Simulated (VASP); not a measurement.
Wanted: the native input for a VASP 6.6.1 run.

```
Task                   : single point
Functional             : PBEsol
Potentials or basis    : VASP PAW PBE potentials, release 64 (Al, As)
Cutoff                 : 500 eV
k mesh                 : 8 × 8 × 8
Occupations            : gaussian, width 0.01 eV
Spin                   : no spin polarisation
Dipole correction      : no
Further INCAR settings : ALGO = Normal; EDIFF = 1e-06; NBANDS = 11
```

The structure of AlAs (sol) lies in POSCAR:

```
AlAs
1.0
    0.0000000000      2.8371986272      2.8371986272
    2.8371986272      0.0000000000      2.8371986272
    2.8371986272      2.8371986272      0.0000000000
Al As
1 1
Direct
    0.0000000000      0.0000000000      0.0000000000
    0.2500000000      0.2500000000      0.2500000000
```

One way to write it, as run:

INCAR

```
ALGO     = Normal         # electronic algorithm
EDIFF    = 1E-6           # SCF threshold, eV
ENCUT    = 500            # plane-wave cutoff, eV
GGA      = PS             # functional
GGA_COMPAT= False        
ISIF     = 2              # what is computed and relaxed
ISMEAR   = 0              # smearing method
LASPH    = True           # aspherical terms in the spheres
LCHARG   = False          # write CHGCAR
LREAL    = False          # projectors in reciprocal space
LWAVE    = False          # write WAVECAR
NBANDS   = 11             # bands
NELM     = 120            # most SCF steps
PREC     = Accurate       # precision mode
SIGMA    = 0.01           # smearing width, eV
```

KPOINTS

```
k-points
0
Gamma
  8 8 8
```

Potentials or basis: VASP PAW PBE potentials, release 64 (Al, As).

Launch:

```console
$ cat potpaw_PBE.64/Al/POTCAR potpaw_PBE.64/As/POTCAR > POTCAR
$ mpirun -np 1 vasp_std > vasp.out
```

Results of the run:

- Pressure: 0.3 GPa
- Band gap on the k mesh: 1.33 eV, indirect (least direct gap 1.92 eV)

Caveat: the PAW data sets were made with another functional, which shifts forces and pressure a little.

It took 13 s on 1 thread of Intel(R) Xeon(R) Platinum 8375C CPU @ 2.90GHz (Ice Lake), with other jobs on the host, peak memory 0.17 GiB.
